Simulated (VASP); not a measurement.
Input of a VASP 6.6.1 run:

File INCAR:

```
ALGO = Normal
EDIFF = 1E-6
ENCUT = 520
GGA = PE
ISIF = 2
ISMEAR = -1
LASPH = T
LCHARG = F
LREAL = F
LWAVE = F
NBANDS = 18
NELM = 60
PREC = Accurate
SIGMA = 0.1
```

The input KPOINTS:

```
k-points
0
Gamma
  10 10 8
```

Contents of POSCAR:

```
Si2W
1.0
    3.8282547398      0.0000000000      0.0000000000
   -1.9141273699      3.3153658569      0.0000000000
    0.0000000000      0.0000000000      2.4086904724
W Si
1 2
Direct
    0.0000000000      0.0000000000      0.0000000000
    0.3333333333      0.6666666667      0.5000000000
    0.6666666667      0.3333333333      0.5000000000
```

Potentials or basis: VASP PAW PBE potentials, release 64 (W_sv, Si).

Command:

```sh
$ cat potpaw_PBE.64/W_sv/POTCAR potpaw_PBE.64/Si/POTCAR > POTCAR
$ mpirun -np 1 vasp_std > vasp.out
```

Task: What does it give for the band gap on the k mesh?

Result: Zero (band 11 reaches 18.51 eV, above the bottom of band 12 at 14.35 eV).

Task: What does it give for the pressure?

Result: 121.6 GPa.

Stress tensor (GPa, compression positive):
```
121.22   0.00   0.00
  0.00 121.22   0.00
  0.00   0.00 122.49
```

Caveat: spin-orbit coupling is left out, which moves the levels of the heavy elements.
